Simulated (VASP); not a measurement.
Input of a VASP 6.6.1 run:

The input INCAR:

```
ALGO = Normal ; EDIFF = 1E-6
ENCUT = 500 ; GGA = PE
GGA_COMPAT = False ; ISIF = 2
ISMEAR = 0 ; LASPH = True
LCHARG = False ; LREAL = False
LWAVE = False ; NBANDS = 14
NELM = 120 ; PREC = Accurate
SIGMA = 0.01
```

KPOINTS

```
k-points
0
Gamma
  5 5 5
```

POSCAR

```
NaI
1.0
    0.0000000000      3.1815351636      3.1815351636
    3.1815351636      0.0000000000      3.1815351636
    3.1815351636      3.1815351636      0.0000000000
Na I
1 1
Direct
    0.0000000000      0.0000000000      0.0000000000
    0.5000000000      0.5000000000      0.5000000000
```

Potentials or basis: VASP PAW PBE potentials, release 64 (Na_pv, I).

Launch:

```console
$ cat potpaw_PBE.64/Na_pv/POTCAR potpaw_PBE.64/I/POTCAR > POTCAR
$ mpirun -np 1 vasp_std > vasp.out
```

**Question.** Predict the pressure.

**Answer.** 1.4 GPa.

**Question.** What does it give for the band gap on the k mesh?

**Answer.** 3.78 eV, direct.

Caveat: spin-orbit coupling is left out, which moves the levels of the heavy elements.
